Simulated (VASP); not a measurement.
# C (a cell with a defect) in VASP: a series of runs

Runs on C (a cell with a defect). Level: PBEsol. Tasks: single point.

All numbers are computed with VASP 6.6.1; they aren't measurements. Logs are shortened: lines on timing, memory, paths and dates and some standing lists are left out, and cuts for length are marked.

## Step 1: The cell of the first run

The cell holds a defect, 15 atoms: a = 5.026 Å, b = 5.026 Å, c = 5.026 Å, α = 60.00°, β = 60.00°, γ = 60.00°.

## Step 2: Single point, PBEsol (atom 10 moved 0.500 of the way to it and -0.175 Å across, host rigid)

Contents of INCAR:

```
PREC = Accurate ; ENCUT = 520
EDIFF = 1E-6 ; ISMEAR = 0
SIGMA = 0.05 ; LREAL = Auto
LASPH = T ; NELM = 100
ALGO = Normal ; ISIF = 2
LWAVE = F ; LCHARG = F
GGA = PS ; NBANDS = 43
```

Contents of KPOINTS:

```
regular mesh
0
Gamma
  6 6 6
```

Contents of POSCAR:

```
C
1.0
    0.0000000000      3.5537981836     -3.5537981836
   -3.5537981836      0.0000000000     -3.5537981836
   -3.5537981836      3.5537981836      0.0000000000
C
15
Direct
    0.2500000000      0.7500000000      0.2500000000
    0.7500000000      0.2500000000      0.2500000000
    0.2500000000      0.2500000000      0.2500000000
    0.7500000000      0.7500000000      0.7500000000
    0.2500000000      0.7500000000      0.7500000000
    0.7500000000      0.2500000000      0.7500000000
    0.2500000000      0.2500000000      0.7500000000
    0.8750000000      0.3750000000      0.3750000000
    0.3750000000      0.3750000000      0.3750000000
    0.8326034069      0.8326034069      0.2722931863
    0.3750000000      0.8750000000      0.3750000000
    0.8750000000      0.3750000000      0.8750000000
    0.3750000000      0.3750000000      0.8750000000
    0.8750000000      0.8750000000      0.8750000000
    0.3750000000      0.8750000000      0.8750000000
```

Potentials or basis: VASP PAW PBE potentials, release 64 (C).

The run is started by

```
$ cat potpaw_PBE.64/C/POTCAR > POTCAR
$ mpirun -np 1 vasp_std > vasp.out
```

OUTCAR:

```text
PREC = Accurate
   ENCUT = 520
   EDIFF = 1E-6
   ISMEAR = 0
   LREAL = Auto
   LASPH = T
   NELM = 100
   ISIF = 2
   GGA = PS

 ion  position               nearest neighbor table
   1  0.250  0.750  0.250-  11 1.54   9 1.54  15 1.54  10 1.88
   2  0.750  0.250  0.250-   8 1.54   9 1.54  12 1.54  10 1.88
   3  0.250  0.250  0.250-   9 1.54   8 1.54  11 1.54  13 1.54
   4  0.750  0.750  0.750-  14 1.54  12 1.54  15 1.54  10 2.07
   5  0.250  0.750  0.750-  15 1.54  13 1.54  14 1.54  11 1.54
   6  0.750  0.250  0.750-  12 1.54   8 1.54  13 1.54  14 1.54
   7  0.250  0.250  0.750-  13 1.54  12 1.54   9 1.54  15 1.54
   8  0.875  0.375  0.375-   2 1.54   3 1.54   6 1.54  10 2.01
   9  0.375  0.375  0.375-   3 1.54   2 1.54   1 1.54   7 1.54
  10  0.833  0.833  0.272-  14 1.81   2 1.88   1 1.88  11 2.01   8 2.01   4 2.07
  11  0.375  0.875  0.375-   1 1.54   3 1.54   5 1.54  10 2.01
  12  0.875  0.375  0.875-   6 1.54   4 1.54   2 1.54   7 1.54
  13  0.375  0.375  0.875-   7 1.54   5 1.54   6 1.54   3 1.54
  14  0.875  0.875  0.875-   4 1.54   5 1.54   6 1.54  10 1.81
  15  0.375  0.875  0.875-   5 1.54   4 1.54   1 1.54   7 1.54

  LATTYP: Found a face centered cubic cell.
 ALAT       =     7.1075963672

  Lattice vectors:

 A1 = (   0.0000000000,   3.5537981836,  -3.5537981836)
 A2 = (  -3.5537981836,   0.0000000000,  -3.5537981836)
 A3 = (  -3.5537981836,   3.5537981836,   0.0000000000)

Analysis of symmetry for initial positions (statically):
=====================================================================
 Subroutine PRICEL returns:
 Original cell was already a primitive cell.

 Routine SETGRP: Setting up the symmetry group for a
 face centered cubic supercell.

 Subroutine GETGRP returns: Found  2 space group operations
 (whereof  2 operations were pure point group operations)
 out of a pool of 48 trial point group operations.

The static configuration has the point symmetry C_1h.

Analysis of symmetry for dynamics (positions and initial velocities):
=====================================================================
 Subroutine PRICEL returns:
 Original cell was already a primitive cell.

 Routine SETGRP: Setting up the symmetry group for a
 face centered cubic supercell.

 Subroutine GETGRP returns: Found  2 space group operations
 (whereof  2 operations were pure point group operations)
[... 142 lines left out ...]
   EFERMI =   0.00;   METHOD = LEGACY
   ISMEAR =     0;   SIGMA  =   0.05  broadening in eV -4-tet -1-fermi 0-gaus
   EFERMI_NEDOS =   21; number of points for ismear=-14 and -15
   IALGO  =     38    algorithm
   IMIX   =      4    mixing-type and parameters
     AMIX     =   0.40;   BMIX     =  1.00
     AMIX_MAG =   1.60;   BMIX_MAG =  1.00
  volume/ion in A,a.u.               =       5.98        40.38
  Fermi-wavevector in a.u.,A,eV,Ry     =   1.431383  2.704921 27.876392  2.048857
  Thomas-Fermi vector in A             =   2.551125
   LORBIT       =      0    0 simple, 1 ext, 2 COOP (PROOUT), +10 PAW based schemes
   GGA     = PS    functional components
   LHFCALC =     F    Hartree Fock is set to
   AEXX    =    0.0000 exact exchange contribution
   IVDW    =     0    specifies the selected vdW correction
   LEPSILON=     F    determine dielectric tensor
   LRPA    =     F    only Hartree local field effects (RPA)
 non-spin polarized calculation
 Gauss-broadening in eV      SIGMA  =   0.05
  energy-cutoff  :      520.00
  volume of cell :       89.77
 maximum number of plane-waves:      2450
 NGX is ok and might be reduce to    40
   NGX = 19   NGY = 19   NGZ = 19

 number of electron      59.9999993 magnetization

 Free energy of the ion-electron system (eV)
  ---------------------------------------------------
  ext. energy  EPLUGINS =         0.00000000
  ---------------------------------------------------
  free energy    TOTEN  =      -135.04357083 eV

  energy without entropy =     -135.04025435  energy(sigma->0) =     -135.04191259

 E-fermi :   9.2159     XC(G=0): -13.2338

 val. band max:        9.2098262447   @ k =   0.5000   0.1667   0.5000
 cond. band min:       9.2159799527   @ k =   0.5000   0.5000   0.1667
 fundamental gap:      0.0061537080
 Fermi energy:         9.2158590037

 k-point     1 :       0.0000    0.0000    0.0000
  band No.  band energies     occupation
      1     -12.0547      2.00000
      2      -6.5305      2.00000
      3      -6.5274      2.00000
      4      -6.2714      2.00000
      5      -5.4347      2.00000
      6      -4.3238      2.00000
[... 1069 lines left out ...]
     41      17.1288      0.00000
     42      17.8251      0.00000

 [... further k-points ...]

 [bands above 42 left out]

------------------------ aborting loop because EDIFF is reached ----------------------------------------

  FORCE on cell =-STRESS in cart. coord.  units (eV):
  Direction    XX          YY          ZZ          XY          YZ          ZX
  --------------------------------------------------------------------------------------
  -------------------------------------------------------------------------------------
  Total       -6.6155020     -6.6155020     -6.1778379      8.5651571      9.1229045     -9.1229046
  in kB     -118.0769456   -118.0769456   -110.2652867    152.8754100    162.8303779   -162.8303798
  external PRESSURE =    -115.4730593 kB  Pullay stress =       0.0000000 kB

 VOLUME and BASIS-vectors are now :
 -----------------------------------------------------------------------------
  energy-cutoff  :      520.00
  volume of cell :       89.77
      direct lattice vectors                 reciprocal lattice vectors
     0.000000000  3.553798184 -3.553798184     0.140694540  0.140694540 -0.140694540
    -3.553798184  0.000000000 -3.553798184    -0.140694540 -0.140694540 -0.140694540
    -3.553798184  3.553798184  0.000000000    -0.140694540  0.140694540  0.140694540

 POSITION                                       TOTAL-FORCE (eV/Angst)
 -----------------------------------------------------------------------------------
     -3.55380      1.77690     -3.55380         2.650683      0.669306     -0.741156
     -1.77690      3.55380     -3.55380        -0.669306     -2.650683     -0.741156
     -1.77690      1.77690     -1.77690        -0.095628      0.095628     -0.347432
     -5.33070      5.33070     -5.33070        -1.706453      1.706453      2.610640
     -5.33070      3.55380     -3.55380         0.480913      0.148173     -0.647277
     -3.55380      5.33070     -3.55380        -0.148173     -0.480913     -0.647277
     -3.55380      3.55380     -1.77690        -0.094059      0.094059     -0.001063
     -2.66535      4.44225     -4.44225         1.363791      2.583359      1.376982
     -2.66535      2.66535     -2.66535         0.113814     -0.113814      0.145074
     -3.92658      3.92658     -5.91781        -0.641307      0.641307      1.206514
     -4.44225      2.66535     -4.44225        -2.583359     -1.363791      1.376982
     -4.44225      6.21915     -4.44225         0.252521     -0.628496     -0.470701
     -4.44225      4.44225     -2.66535         0.028693     -0.028693      0.127453
     -6.21915      6.21915     -6.21915         0.419374     -0.419374     -2.776882
     -6.21915      4.44225     -4.44225         0.628496     -0.252521     -0.470701
 -----------------------------------------------------------------------------------
    total drift:                               -0.000585      0.000585      0.000970

  FREE ENERGIE OF THE ION-ELECTRON SYSTEM (eV)
  ---------------------------------------------------
  free  energy   TOTEN  =      -135.0435708339 eV

  energy  without entropy=     -135.0402543489  energy(sigma->0) =     -135.04191259
```

OSZICAR:

```text
N       E                     dE             d eps       ncg     rms          rms(c)
DAV:   1     0.158461603609E+03    0.15846E+03   -0.31857E+04  5848   0.136E+03
DAV:   2    -0.126170604852E+03   -0.28463E+03   -0.27152E+03  7256   0.260E+02
DAV:   3    -0.139181805699E+03   -0.13011E+02   -0.12892E+02  7544   0.521E+01
DAV:   4    -0.139362083388E+03   -0.18028E+00   -0.17976E+00  7752   0.638E+00
DAV:   5    -0.139365137009E+03   -0.30536E-02   -0.30514E-02  7632   0.824E-01    0.143E+01
DAV:   6    -0.135973914756E+03    0.33912E+01   -0.39286E+00  7584   0.945E+00    0.826E+00
DAV:   7    -0.135124651415E+03    0.84926E+00   -0.21037E+00  7216   0.649E+00    0.358E+00
DAV:   8    -0.135044336422E+03    0.80315E-01   -0.25034E-01  7216   0.242E+00    0.137E+00
DAV:   9    -0.135043870485E+03    0.46594E-03   -0.45418E-02  7384   0.107E+00    0.377E-01
DAV:  10    -0.135043592397E+03    0.27809E-03   -0.59530E-03  7224   0.383E-01    0.147E-01
DAV:  11    -0.135043562127E+03    0.30270E-04   -0.62646E-04  7456   0.126E-01    0.283E-02
DAV:  12    -0.135043568221E+03   -0.60937E-05   -0.57601E-05  7312   0.391E-02    0.166E-02
DAV:  13    -0.135043570954E+03   -0.27333E-05   -0.47123E-06  7288   0.117E-02    0.380E-03
DAV:  14    -0.135043570834E+03    0.12029E-06   -0.53530E-07  4456   0.408E-03
   1 F= -.13504357E+03 E0= -.13504191E+03  d E =-.331649E-02
```

Run time: 4.5 min. Hardware: 1 thread of Intel Xeon 6975P-C (Granite Rapids), shared host; peak memory 0.31 GiB.

Results:

```
Free energy            : -135.0436 eV
Pressure               : -11.5 GPa
Largest force          : 3.555 eV/Å
Band gap on the k mesh : zero (band 30 reaches 11.79 eV, above the bottom of band 31 at 8.94 eV)
```

Forces in eV/Å, atoms in the order of the input:
```
C    2.651  0.669 -0.741
C   -0.669 -2.651 -0.741
C   -0.096  0.096 -0.347
C   -1.706  1.706  2.611
C    0.481  0.148 -0.647
C   -0.148 -0.481 -0.647
C   -0.094  0.094 -0.001
C    1.364  2.583  1.377
C    0.114 -0.114  0.145
C   -0.641  0.641  1.207
C   -2.583 -1.364  1.377
C    0.253 -0.628 -0.471
C    0.029 -0.029  0.127
C    0.419 -0.419 -2.777
C    0.628 -0.253 -0.471
```

Stress tensor (GPa, compression positive):
```
-11.81  15.29 -16.28
 15.29 -11.81  16.28
-16.28  16.28 -11.03
```

Caveat: the cell differs from its parent crystal (atom 10 moved 0.500 of the way to it and -0.175 Å across, host rigid); the PAW data sets were made with another functional, which shifts forces and pressure a little.

## Step 3: Single point, PBEsol (atom 10 moved 0.000 of the way to it and -0.175 Å across, host rigid)

Contents of INCAR:

```
ALGO = Normal
EDIFF = 1E-7
ENCUT = 520
GGA = PS
ISIF = 2
ISMEAR = 0
LASPH = True
LCHARG = False
LREAL = Auto
LWAVE = False
NBANDS = 43
NELM = 100
PREC = Accurate
SIGMA = 0.05
```

Contents of KPOINTS:

```
k-points
0
Gamma
  6 6 6
```

Edit POSCAR of step 2 so:

```diff
@@ -17,3 +17,3 @@
     0.3750000000      0.3750000000      0.3750000000
-    0.8326034069      0.8326034069      0.2722931863
+    0.8951034069      0.8951034069      0.3347931863
     0.3750000000      0.8750000000      0.3750000000
```

Potentials or basis: VASP PAW PBE potentials, release 64 (C).

The run is started by

```
$ cat potpaw_PBE.64/C/POTCAR > POTCAR
$ mpirun -np 1 vasp_std > vasp.out
```

OUTCAR:

```text
EDIFF = 1E-7
   ENCUT = 520
   GGA = PS
   ISIF = 2
   ISMEAR = 0
   LASPH = True
   LREAL = Auto
   NELM = 100
   PREC = Accurate

 ion  position               nearest neighbor table
   1  0.250  0.750  0.250-  10 1.46  11 1.54   9 1.54  15 1.54
   2  0.750  0.250  0.250-  10 1.46   8 1.54   9 1.54  12 1.54
   3  0.250  0.250  0.250-   9 1.54   8 1.54  11 1.54  13 1.54
   4  0.750  0.750  0.750-  14 1.54  12 1.54  15 1.54  10 1.70
   5  0.250  0.750  0.750-  15 1.54  13 1.54  14 1.54  11 1.54
   6  0.750  0.250  0.750-  12 1.54   8 1.54  13 1.54  14 1.54
   7  0.250  0.250  0.750-  13 1.54  12 1.54   9 1.54  15 1.54
   8  0.875  0.375  0.375-   2 1.54   3 1.54   6 1.54
   9  0.375  0.375  0.375-   3 1.54   2 1.54   1 1.54   7 1.54
  10  0.895  0.895  0.335-   1 1.46   2 1.46   4 1.70
  11  0.375  0.875  0.375-   1 1.54   3 1.54   5 1.54
  12  0.875  0.375  0.875-   6 1.54   4 1.54   2 1.54   7 1.54
  13  0.375  0.375  0.875-   7 1.54   5 1.54   6 1.54   3 1.54
  14  0.875  0.875  0.875-   4 1.54   5 1.54   6 1.54
  15  0.375  0.875  0.875-   5 1.54   4 1.54   1 1.54   7 1.54

  LATTYP: Found a face centered cubic cell.
 ALAT       =     7.1075963672

  Lattice vectors:

 A1 = (   0.0000000000,   3.5537981836,  -3.5537981836)
 A2 = (  -3.5537981836,   0.0000000000,  -3.5537981836)
 A3 = (  -3.5537981836,   3.5537981836,   0.0000000000)

Analysis of symmetry for initial positions (statically):
=====================================================================
 Subroutine PRICEL returns:
 Original cell was already a primitive cell.

 Routine SETGRP: Setting up the symmetry group for a
 face centered cubic supercell.

 Subroutine GETGRP returns: Found  2 space group operations
 (whereof  2 operations were pure point group operations)
 out of a pool of 48 trial point group operations.

The static configuration has the point symmetry C_1h.

[... 171 lines left out ...]
  energy-cutoff  :      520.00
  volume of cell :       89.77
 maximum number of plane-waves:      2450
 NGX is ok and might be reduce to    40
   NGX = 19   NGY = 19   NGZ = 19

 number of electron      59.9999993 magnetization

 Free energy of the ion-electron system (eV)
  ---------------------------------------------------
  ext. energy  EPLUGINS =         0.00000000
  ---------------------------------------------------
  free energy    TOTEN  =      -137.97434843 eV

  energy without entropy =     -137.97124191  energy(sigma->0) =     -137.97279517

 E-fermi :   9.8693     XC(G=0): -13.1731

 val. band max:        9.8684206627   @ k =   0.1667  -0.3333   0.3333
 cond. band min:       9.8771115059   @ k =  -0.3333   0.3333   0.5000
 fundamental gap:      0.0086908432
 Fermi energy:         9.8692705371

 k-point     1 :       0.0000    0.0000    0.0000
  band No.  band energies     occupation
      1     -12.2866      2.00000
      2      -6.8955      2.00000
      3      -6.8310      2.00000
      4      -6.5665      2.00000
      5      -5.9080      2.00000
      6      -4.5497      2.00000
[... 1069 lines left out ...]
     41      18.0584      0.00000
     42      18.4077      0.00000

 [... further k-points ...]

 [bands above 42 left out]

------------------------ aborting loop because EDIFF is reached ----------------------------------------

  FORCE on cell =-STRESS in cart. coord.  units (eV):
  Direction    XX          YY          ZZ          XY          YZ          ZX
  --------------------------------------------------------------------------------------
  -------------------------------------------------------------------------------------
  Total       -3.9802199     -3.9802199      0.5630176      1.7156048     -0.3316294      0.3316299
  in kB      -71.0410500    -71.0410500     10.0490335     30.6210134     -5.9190958      5.9191034
  external PRESSURE =     -44.0110222 kB  Pullay stress =       0.0000000 kB

 VOLUME and BASIS-vectors are now :
 -----------------------------------------------------------------------------
  energy-cutoff  :      520.00
  volume of cell :       89.77
      direct lattice vectors                 reciprocal lattice vectors
     0.000000000  3.553798184 -3.553798184     0.140694540  0.140694540 -0.140694540
    -3.553798184  0.000000000 -3.553798184    -0.140694540 -0.140694540 -0.140694540
    -3.553798184  3.553798184  0.000000000    -0.140694540  0.140694540  0.140694540

 POSITION                                       TOTAL-FORCE (eV/Angst)
 -----------------------------------------------------------------------------------
     -3.55380      1.77690     -3.55380         1.526820      0.130499     -1.333064
     -1.77690      3.55380     -3.55380        -0.130499     -1.526820     -1.333064
     -1.77690      1.77690     -1.77690         0.037949     -0.037949     -0.752739
     -5.33070      5.33070     -5.33070         0.365901     -0.365901     -0.092192
     -5.33070      3.55380     -3.55380         0.031670      0.681267     -0.053607
     -3.55380      5.33070     -3.55380        -0.681267     -0.031670     -0.053607
     -3.55380      3.55380     -1.77690        -0.029765      0.029765      0.040317
     -2.66535      4.44225     -4.44225         1.535418      1.605607      1.830768
     -2.66535      2.66535     -2.66535        -0.063447      0.063447      0.379511
     -4.37080      4.37080     -6.36203        -3.292825      3.292825      2.833237
     -4.44225      2.66535     -4.44225        -1.605607     -1.535418      1.830768
     -4.44225      6.21915     -4.44225        -0.090823     -0.726139     -0.744772
     -4.44225      4.44225     -2.66535         0.037261     -0.037261      0.030531
     -6.21915      6.21915     -6.21915         1.633075     -1.633075     -1.837316
     -6.21915      4.44225     -4.44225         0.726139      0.090823     -0.744772
 -----------------------------------------------------------------------------------
    total drift:                               -0.000908      0.000908      0.002206

  FREE ENERGIE OF THE ION-ELECTRON SYSTEM (eV)
  ---------------------------------------------------
  free  energy   TOTEN  =      -137.9743484277 eV

  energy  without entropy=     -137.9712419089  energy(sigma->0) =     -137.97279517
```

stdout:

```text
POSCAR found type information on POSCAR C
 POSCAR found :  1 types and      15 ions
 scaLAPACK will be used
 -----------------------------------------------------------------------------
|                                                                             |
|                                                                             |
|     You enforced a specific xc type in the INCAR file but a different       |
|     I HOPE YOU KNOW WHAT YOU ARE DOING!                                     |
|                                                                             |
 -----------------------------------------------------------------------------

 LDA part: xc-table for (Slater+PW92), standard interpolation
 POSCAR, INCAR and KPOINTS ok, starting setup
 FFT: planning ... GRIDC
 FFT: planning ... GRID_SOFT
 FFT: planning ... GRID
 WAVECAR not read
 entering main loop
```

It took 5.2 min on 1 thread of Intel Xeon 6975P-C (Granite Rapids), shared host; peak memory 0.31 GiB.

What came out:

```
Free energy            : -137.9743 eV
Pressure               : -4.4 GPa
Largest force          : 5.451 eV/Å
Band gap on the k mesh : zero (band 30 reaches 11.48 eV, above the bottom of band 31 at 9.55 eV)
```

Forces on the atoms (eV/Å):
```
C    1.527  0.130 -1.333
C   -0.130 -1.527 -1.333
C    0.038 -0.038 -0.753
C    0.366 -0.366 -0.092
C    0.032  0.681 -0.054
C   -0.681 -0.032 -0.054
C   -0.030  0.030  0.040
C    1.535  1.606  1.831
C   -0.063  0.063  0.380
C   -3.293  3.293  2.833
C   -1.606 -1.535  1.831
C   -0.091 -0.726 -0.745
C    0.037 -0.037  0.031
C    1.633 -1.633 -1.837
C    0.726  0.091 -0.745
```

Stress tensor (GPa, compression positive):
```
-7.10  3.06  0.59
 3.06 -7.10 -0.59
 0.59 -0.59  1.00
```

Levels at points of the mesh, in eV from the Fermi level:
```csv
k point,band 27,band 28,band 29,band 30,band 31,band 32,band 33,band 34
"(0.00, 0.00, 0.00)",-2.08,-2.02,-1.85,1.61,1.73,2.02,3.53,4.01
"(0.50, 0.00, 0.00)",-4.00,-2.74,-2.70,-2.19,0.92,1.36,4.96,5.12
"(0.00, 0.00, 0.50)",-4.36,-2.61,-2.59,-2.13,1.05,1.05,4.94,5.19
"(0.50, 0.50, 0.50)",-4.33,-3.08,-2.27,-1.92,1.01,1.20,4.54,5.25
"(0.50, 0.50, 0.00)",-4.18,-3.97,-3.20,-2.31,0.41,0.62,3.79,4.15
"(0.00, 0.50, 0.50)",-4.01,-3.70,-3.10,-1.99,0.05,0.60,3.82,4.32
```

Caveat: the cell differs from its parent crystal (atom 10 moved 0.000 of the way to it and -0.175 Å across, host rigid); the PAW data sets were made with another functional, which shifts forces and pressure a little.
